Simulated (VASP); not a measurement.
BaZrO3, 5 atoms in the cell. The structure is cubic, space group Pm-3m (No. 221). The conventional cell has a = 4.191 Å, b = 4.191 Å, c = 4.191 Å, α = 90.00°, β = 90.00°, γ = 90.00°. Ba (site symmetry m-3m) has 12 O at 2.96 Å and 8 Zr at 3.63 Å within 3.9 Å. Zr (site symmetry m-3m) has 6 O at 2.10 Å within 2.8 Å. Within 2.8 Å of O (site symmetry 4/mmm) lie 2 Zr at 2.10 Å. 

* Program: VASP 6.6.1
* Task: single point
* Functional: PBE
* Potentials or basis: VASP PAW PBE potentials, release 64 (Ba_sv, Zr_sv, O)
* Cutoff: 520 eV
* k mesh: 6 × 6 × 6
* Occupations: fermi-dirac, width 0.02 eV
* Spin: no spin polarisation
* Dipole correction: no
* Further INCAR settings: ALGO = Normal; EDIFF = 1e-07; NBANDS = 28

Potentials or basis: VASP PAW PBE potentials, release 64 (Ba_sv, Zr_sv, O).

The run is started by

```bash
$ cat potpaw_PBE.64/Ba_sv/POTCAR potpaw_PBE.64/Zr_sv/POTCAR potpaw_PBE.64/O/POTCAR > POTCAR
$ mpirun -np 1 vasp_std > vasp.out
```

Hardware: 1 thread of AMD EPYC 9R45 (Zen 5), with other jobs on the host.

Q: How long does it take, and how much memory?

A: Run time: 30 s on 1 thread of AMD EPYC 9R45 (Zen 5), with other jobs on the host, peak memory 0.16 GiB. Counts: scf iterations 15, k points 20.
